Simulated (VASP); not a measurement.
# Ni (Fd-3m) in VASP: notebook

Runs on Ni. Level: RPBE. Tasks: single point.

Program: VASP 6.6.1. These are calculated values, not measurements. Logs are shortened: lines on timing, memory, paths and dates and some standing lists are left out, and cuts for length are marked.

## 1. The cell of the first run

It takes space group Fd-3m (No. 227, cubic). The conventional cell has a = 5.022 Å, b = 5.022 Å, c = 5.022 Å, α = 90.00°, β = 90.00°, γ = 90.00°. Within 2.9 Å of Ni (site symmetry -43m) lie 4 Ni at 2.17 Å.

This isn't the form of Ni at room conditions, which is fcc.

## 2. Single point, RPBE, collinear spin, ferromagnetic start (15.84 Å³/atom)

INCAR

```
SYSTEM = Ni
PREC = Accurate
ENCUT = 520
EDIFF = 1E-6
ISMEAR = -1
SIGMA = 0.05
LREAL = .False.
LASPH = .True.
NELM = 150
ALGO = Normal
ISIF = 2
LWAVE = .False.
LCHARG = .False.
ISPIN = 2
MAGMOM = -0.852 -0.852
LORBIT = 11
LMAXMIX = 4
GGA = RP
NBANDS = 21
```

KPOINTS

```
Automatic mesh
0
Gamma
  12 12 12
  0 0 0
```

POSCAR

```
Ni
1.0
    0.0000000000      2.5112024633      2.5112024633
    2.5112024633      0.0000000000      2.5112024633
    2.5112024633      2.5112024633      0.0000000000
Ni
2
Direct
    0.1250000000      0.1250000000      0.1250000000
    0.8750000000      0.8750000000      0.8750000000
```

Potentials or basis: VASP PAW PBE potentials, release 64 (Ni).

Started as:

```sh
> cat potpaw_PBE.64/Ni/POTCAR > POTCAR
> mpirun -np 1 vasp_std > vasp.out
```

OUTCAR:

```text
SYSTEM = Ni
   PREC = Accurate
   ENCUT = 520
   EDIFF = 1E-6
   ISMEAR = -1
   LREAL = .False.
   LASPH = .True.
   NELM = 150
   ISIF = 2
   ISPIN = 2
   LORBIT = 11
   GGA = RP

 ion  position               nearest neighbor table
   1  0.125  0.125  0.125-   2 2.17   2 2.17   2 2.17   2 2.17
   2  0.875  0.875  0.875-   1 2.17   1 2.17   1 2.17   1 2.17

  LATTYP: Found a face centered cubic cell.
 ALAT       =     5.0224049266

  Lattice vectors:

 A1 = (   0.0000000000,   2.5112024633,   2.5112024633)
 A2 = (   2.5112024633,   0.0000000000,   2.5112024633)
 A3 = (   2.5112024633,   2.5112024633,   0.0000000000)

Analysis of symmetry for initial positions (statically):
=====================================================================
 Subroutine PRICEL returns:
 Original cell was already a primitive cell.

 Routine SETGRP: Setting up the symmetry group for a
 face centered cubic supercell.

 Subroutine GETGRP returns: Found 48 space group operations
 (whereof 12 operations were pure point group operations)
 out of a pool of 48 trial point group operations.

The static configuration has the point symmetry D_3d.
 The point group associated with its full space group is O_h .

Analysis of symmetry for dynamics (positions and initial velocities):
=====================================================================
 Subroutine PRICEL returns:
 Original cell was already a primitive cell.

 Routine SETGRP: Setting up the symmetry group for a
 face centered cubic supercell.

 Subroutine GETGRP returns: Found 48 space group operations
 (whereof 12 operations were pure point group operations)
 out of a pool of 48 trial point group operations.

The dynamic configuration has the point symmetry D_3d.
 The point group associated with its full space group is O_h .

Analysis of structural, dynamic, and magnetic symmetry:
=====================================================================
 Subroutine PRICEL returns:
 Original cell was already a primitive cell.

 Routine SETGRP: Setting up the symmetry group for a
 face centered cubic supercell.

 Subroutine GETGRP returns: Found 48 space group operations
 (whereof 12 operations were pure point group operations)
 out of a pool of 48 trial point group operations.

The overall configuration has the point symmetry D_3d.
 The point group associated with its full space group is O_h .

 Subroutine INISYM returns: Found 48 space group operations
 (whereof 12 operations are pure point group operations),
 and found     1 'primitive' translations

----------------------------------------------------------------------------------------

                                     Primitive cell

  volume of cell :      31.6720

  direct lattice vectors                    reciprocal lattice vectors
     0.000000000  2.511202463  2.511202463    -0.199107801  0.199107801  0.199107801
     2.511202463  0.000000000  2.511202463     0.199107801 -0.199107801  0.199107801
     2.511202463  2.511202463  0.000000000     0.199107801  0.199107801 -0.199107801

  length of vectors
     3.551376581  3.551376581  3.551376581     0.344864827  0.344864827  0.344864827

  position of ions in fractional coordinates (direct lattice)
     0.125000000  0.125000000  0.125000000
     0.875000000  0.875000000  0.875000000

  ion indices of the primitive-cell ions
   primitive index   ion index
                 1           1
                 2           2

----------------------------------------------------------------------------------------

 KPOINTS: Automatic mesh

Automatic generation of k-mesh.
 Grid dimensions read from file:
 generate k-points for:   12   12   12

 Generating k-lattice:

  Cartesian coordinates                     Fractional coordinates (reciprocal lattice)
    -0.016592317  0.016592317  0.016592317     0.083333333  0.000000000  0.000000000
     0.016592317 -0.016592317  0.016592317     0.000000000  0.083333333  0.000000000
     0.016592317  0.016592317 -0.016592317     0.000000000  0.000000000  0.083333333

  Length of vectors
     0.028738736  0.028738736  0.028738736

  Shift w.r.t. Gamma in fractional coordinates (k-lattice)
     0.000000000  0.000000000  0.000000000

 Subroutine IBZKPT returns following result:
 ===========================================

 Found     72 irreducible k-points:

 Following reciprocal coordinates:
            Coordinates               Weight
  0.000000  0.000000  0.000000      1.000000
  0.083333  0.000000  0.000000      8.000000
  0.166667  0.000000  0.000000      8.000000
  0.250000  0.000000  0.000000      8.000000
  0.333333  0.000000  0.000000      8.000000
  0.416667  0.000000  0.000000      8.000000
[... 16 lines left out ...]
  0.500000  0.166667  0.000000     24.000000
 -0.416667  0.166667  0.000000     24.000000
 [... further k-points ...]
   k-points           NKPTS =     72   k-points in BZ     NKDIM =     72   number of bands    NBANDS=     21
   number of dos      NEDOS =    301   number of ions     NIONS =      2
   total plane-waves  NPLWV =  21952
   dimension x,y,z NGX =    28 NGY =   28 NGZ =   28
   dimension x,y,z NGXF=    56 NGYF=   56 NGZF=   56
   ions per type =               2
   NGX,Y,Z   is equivalent  to a cutoff of  13.11, 13.11, 13.11 a.u.
   NGXF,Y,Z  is equivalent  to a cutoff of  26.21, 26.21, 26.21 a.u.
 SYSTEM =  Ni
   PREC   = accura    normal or accurate (medium, high low for compatibility)
   ISTART =      0    job   : 0-new  1-cont  2-samecut
   ICHARG =      2    charge: 1-file 2-atom 10-const
   ISPIN  =      2    spin polarized calculation?
   LNONCOLLINEAR =      F non collinear calculations
   LSORBIT =      F    spin-orbit coupling
   LASPH  =      T    aspherical Exc in radial PAW
   ENCUT  =  520.0 eV  38.22 Ry    6.18 a.u.   6.60  6.60  6.60*2*pi/ulx,y,z
   NELM   =    150;   NELMIN=  2; NELMDL= -5     # of ELM steps
   EDIFF  = 0.1E-05   stopping-criterion for ELM
   LREAL  =      F    real-space projection
   EDIFFG = 0.1E-04   stopping-criterion for IOM
   NSW    =      0    number of steps for IOM
   IBRION =     -1    ionic relax: 0-MD 1-quasi-New 2-CG
   NFREE  =      0    steps in history (QN), initial steepest desc. (CG)
   ISIF   =      2    stress and relaxation
   ISYM   =      2    0-nonsym 1-usesym 2-fastsym
   POTIM  = 0.5000    time-step for ionic-motion
   TEBEG  =    0.0;   TEEND  =   0.0 temperature during run
   PSTRESS=    0.0 pullay stress
   NELECT =      20.0000    total number of electrons
   NUPDOWN=      -1.0000    fix difference up-down
   EMIN   =  10.00;   EMAX   =-10.00  energy-range for DOS
   EFERMI =   0.00;   METHOD = LEGACY
   ISMEAR =    -1;   SIGMA  =   0.05  broadening in eV -4-tet -1-fermi 0-gaus
   EFERMI_NEDOS =   21; number of points for ismear=-14 and -15
   IALGO  =     38    algorithm
   IMIX   =      4    mixing-type and parameters
     AMIX     =   0.40;   BMIX     =  1.00
     AMIX_MAG =   1.60;   BMIX_MAG =  1.00
  volume/ion in A,a.u.               =      15.84       106.87
  Fermi-wavevector in a.u.,A,eV,Ry     =   1.404515  2.654149 26.839708  1.972663
  Thomas-Fermi vector in A             =   2.527069
   LORBIT       =     11    0 simple, 1 ext, 2 COOP (PROOUT), +10 PAW based schemes
   GGA     = RP    functional components
   LHFCALC =     F    Hartree Fock is set to
   AEXX    =    0.0000 exact exchange contribution
   IVDW    =     0    specifies the selected vdW correction
   LEPSILON=     F    determine dielectric tensor
   LRPA    =     F    only Hartree local field effects (RPA)
 spin polarized calculation
  energy-cutoff  :      520.00
  volume of cell :       31.67
 maximum number of plane-waves:       881
   NGX = 13   NGY = 13   NGZ = 13

 number of electron      19.9999985 magnetization      -1.5562975

 Free energy of the ion-electron system (eV)
  ---------------------------------------------------
  ext. energy  EPLUGINS =         0.00000000
  ---------------------------------------------------
  free energy    TOTEN  =        -7.59350668 eV

  energy without entropy =       -7.56536553  energy(sigma->0) =       -7.57943611

 E-fermi :   5.3050     XC(G=0): -10.7615

 val. band max:        5.2985100073   @ k =   0.5000   0.0833   0.0000
 cond. band min:       5.3071467546   @ k =   0.4167   0.4167   0.0000
 fundamental gap:      0.0086367472
 Fermi energy:         5.3050460438

 spin component 1

 k-point     1 :       0.0000    0.0000    0.0000
  band No.  band energies     occupation
      1      -1.5011      1.00000
      2       2.7057      1.00000
      3       2.7057      1.00000
      4       2.7759      1.00000
      5       2.7759      1.00000
      6       2.7759      1.00000
[... 13 lines left out ...]
     20      22.5840      0.00000
     21      22.5840      0.00000
[... 529 lines left out ...]
 k-point    24 :      -0.4167    0.1667    0.0000
  band No.  band energies     occupation
      1       1.8474      1.00000
      2       2.3988      1.00000
      3       2.6313      1.00000
      4       2.7354      1.00000
      5       3.0742      1.00000
      6       3.2314      1.00000
[... 13 lines left out ...]
     20      25.1220      0.00000
     21      26.1614      0.00000

 [... further k-points ...]

 spin component 2

 k-point     1 :       0.0000    0.0000    0.0000
  band No.  band energies     occupation
      1      -1.4627      1.00000
      2       1.9732      1.00000
      3       1.9732      1.00000
      4       2.0245      1.00000
      5       2.0245      1.00000
      6       2.0245      1.00000
[... 13 lines left out ...]
     20      22.6403      0.00000
     21      22.6403      0.00000
[... 529 lines left out ...]
 k-point    24 :      -0.4167    0.1667    0.0000
  band No.  band energies     occupation
      1       1.5050      1.00000
      2       1.7794      1.00000
      3       1.8697      1.00000
      4       2.0390      1.00000
      5       2.3451      1.00000
      6       2.4757      1.00000
[... 13 lines left out ...]
     20      25.1102      0.00000
     21      26.1242      0.00000

 [... further k-points ...]

------------------------ aborting loop because EDIFF is reached ----------------------------------------

  FORCE on cell =-STRESS in cart. coord.  units (eV):
  Direction    XX          YY          ZZ          XY          YZ          ZX
  --------------------------------------------------------------------------------------
  -------------------------------------------------------------------------------------
  Total        1.6015687      1.6015687      1.6015687      0.0000000      0.0000000      0.0000000
  in kB       81.0178993     81.0178993     81.0178993      0.0000000      0.0000000      0.0000000
  external PRESSURE =      81.0178993 kB  Pullay stress =       0.0000000 kB

 VOLUME and BASIS-vectors are now :
 -----------------------------------------------------------------------------
  energy-cutoff  :      520.00
  volume of cell :       31.67
      direct lattice vectors                 reciprocal lattice vectors
     0.000000000  2.511202463  2.511202463    -0.199107801  0.199107801  0.199107801
     2.511202463  0.000000000  2.511202463     0.199107801 -0.199107801  0.199107801
     2.511202463  2.511202463  0.000000000     0.199107801  0.199107801 -0.199107801

 POSITION                                       TOTAL-FORCE (eV/Angst)
 -----------------------------------------------------------------------------------
      0.62780      0.62780      0.62780         0.000000      0.000000      0.000000
      4.39460      4.39460      4.39460        -0.000000     -0.000000     -0.000000
 -----------------------------------------------------------------------------------
    total drift:                                0.000000      0.000000     -0.000000

  FREE ENERGIE OF THE ION-ELECTRON SYSTEM (eV)
  ---------------------------------------------------
  free  energy   TOTEN  =        -7.5935066831 eV

  energy  without entropy=       -7.5653655279  energy(sigma->0) =       -7.57943611

 total charge

# of ion       s       p       d       tot
------------------------------------------
    1        0.552   0.367   8.348   9.268
    2        0.552   0.367   8.348   9.268
--------------------------------------------------
tot          1.104   0.735  16.697  18.536

 magnetization (x)

# of ion       s       p       d       tot
------------------------------------------
    1        0.016   0.020  -0.821  -0.784
    2        0.016   0.020  -0.821  -0.784
--------------------------------------------------
tot          0.033   0.041  -1.642  -1.569
```

Wall time 46 s (1 thread of Intel Xeon 6975P-C (Granite Rapids), shared host); peak memory 0.21 GiB.

Results:

| Item | Value |
| --- | --- |
| Free energy | -7.5935 eV |
| Pressure | 8.1 GPa |
| Net moment | -1.56 μB per cell |
| Site moments | Ni -0.78 μB |
| Valence electrons inside the program's atomic spheres | Ni 9.27 |

Levels at points of the mesh, in eV from the Fermi level:
Spin up:
| k point | band 5 | band 6 | band 7 | band 8 | band 9 | band 10 | band 11 | band 12 | band 13 | band 14 |
| --- | --- | --- | --- | --- | --- | --- | --- | --- | --- | --- |
| (0.00, 0.00, 0.00) | -2.53 | -2.53 | -0.94 | -0.94 | -0.94 | 0.13 | 0.13 | 12.17 | 12.17 | 12.17 |
| (0.50, 0.00, 0.00) | -2.48 | -2.48 | -1.59 | -0.60 | -0.60 | -0.01 | -0.01 | 1.10 | 8.85 | 8.85 |
| (0.50, 0.50, 0.00) | -2.08 | -2.08 | -1.18 | -1.18 | 0.14 | 0.14 | 1.47 | 1.47 | 4.49 | 4.49 |
Spin down:
```
           k point  band 8  band 9  band 10  band 11  band 12  band 13  band 14  band 15
(0.00, 0.00, 0.00)   -1.79   -1.79    -0.79    -0.79    12.05    12.05    12.05    12.55
(0.50, 0.00, 0.00)   -1.44   -1.44    -0.95    -0.95     0.38     8.77     8.77    12.34
(0.50, 0.50, 0.00)   -2.01   -0.82    -0.82     0.98     0.98     4.53     4.53     9.45
```

Caveat: the cell stands under pressure; the PAW data sets were made with another functional, which shifts forces and pressure a little.

## 3. Single point, RPBE, collinear spin, ferromagnetic start (16.52 Å³/atom)

This run uses another cell than the first one, of 16.52 Å³/atom.

INCAR

```
ALGO = Normal
EDIFF = 1E-6
ENCUT = 520
GGA = RP
ISIF = 2
ISMEAR = -1
ISPIN = 2
LASPH = True
LCHARG = False
LMAXMIX = 4
LORBIT = 11
LREAL = False
LWAVE = False
MAGMOM = -0.852 -0.852
NBANDS = 21
NELM = 150
PREC = Accurate
SIGMA = 0.05
```

KPOINTS

```
k-points
0
Gamma
  12 12 12
```

POSCAR

```
Ni
1.0
    0.0000000000      2.5470816316      2.5470816316
    2.5470816316      0.0000000000      2.5470816316
    2.5470816316      2.5470816316      0.0000000000
Ni
2
Direct
    0.1250000000      0.1250000000      0.1250000000
    0.8750000000      0.8750000000      0.8750000000
```

Potentials or basis: VASP PAW PBE potentials, release 64 (Ni).

Started as:

```sh
> cat potpaw_PBE.64/Ni/POTCAR > POTCAR
> mpirun -np 1 vasp_std > vasp.out
```

Wall time 45 s (1 thread of Intel Xeon 6975P-C (Granite Rapids), shared host); peak memory 0.21 GiB.

The run converged. Its results:

```yaml
Free_energy: -7.6433 eV
Pressure: 3.7 GPa
Net_moment: -1.56 μB per cell
Site_moments: Ni -0.79 μB
Valence_electrons_inside_the_program's_atomic_spheres: Ni 9.21
```

Levels at points of the mesh, in eV from the Fermi level:
Spin up:
```csv
k point,band 7,band 8,band 9,band 10,band 11,band 12
"(0.00, 0.00, 0.00)",-0.88,-0.88,-0.88,0.11,0.11,11.77
"(0.50, 0.00, 0.00)",-1.49,-0.57,-0.57,-0.01,-0.01,1.04
"(0.50, 0.50, 0.00)",-1.12,-1.12,0.13,0.13,1.41,1.41
```
Spin down:
| k point | band 7 | band 8 | band 9 | band 10 | band 11 | band 12 | band 13 | band 14 | band 15 | band 16 |
| --- | --- | --- | --- | --- | --- | --- | --- | --- | --- | --- |
| (0.00, 0.00, 0.00) | -1.74 | -1.74 | -1.74 | -0.80 | -0.80 | 11.65 | 11.65 | 11.65 | 12.22 | 12.22 |
| (0.50, 0.00, 0.00) | -1.46 | -1.41 | -1.41 | -0.95 | -0.95 | 0.31 | 8.50 | 8.50 | 12.15 | 12.54 |
| (0.50, 0.50, 0.00) | -1.95 | -1.95 | -0.83 | -0.83 | 0.92 | 0.92 | 4.45 | 4.45 | 9.19 | 9.19 |

Caveat: the cell stands under pressure; the PAW data sets were made with another functional, which shifts forces and pressure a little.
